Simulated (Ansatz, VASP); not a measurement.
# Two plane-wave programs on Sn2As3

```
CELL_PARAMETERS angstrom
5.02374 0.00000 0.00000
0.00000 3.88544 4.19590
0.00000 -3.88544 4.19590
ATOMIC_POSITIONS crystal
Sn 0.00000 0.47518 0.47518
Sn 0.50000 0.75666 0.75666
As 0.50000 0.24600 0.70597
As 0.50000 0.70597 0.24600
As 0.50000 0.27598 0.27598
```

Alike in both runs: functional PBE; k mesh 4 × 4 × 4; occupations gaussian, width 0.1 eV; no spin polarisation.

Ansatz relaxed the structure, and its values are those at the end. VASP's run is a single point on that final structure, the one shown.

|  | VASP | Ansatz |
| --- | --- | --- |
| version | VASP 6.6.1 | Ansatz 0.2.0 |
| potentials or method | VASP PAW PBE potentials, release 64 (Sn_d, As), cutoff 520 eV | scalar-relativistic, plane waves, PAW |
| valence electrons in the cell | 43 | 73 |

Ansatz gave:

```
gap on the k mesh at the Fermi level (eV) : none
pressure (GPa)                            : 0.0
rms of the force components (eV/Å)        : 0.004
```

Problem. Which values does VASP return?

Solution. gap on the k mesh at the Fermi level (eV): none; pressure (GPa): 0.1; rms of the force components (eV/Å): 0.022.

A gap of «none» marks a metal or a gap that the smearing closes. VASP's potentials hold 43 valence electrons a cell and Ansatz's 73, so a difference there can come from the potentials and not from the codes.
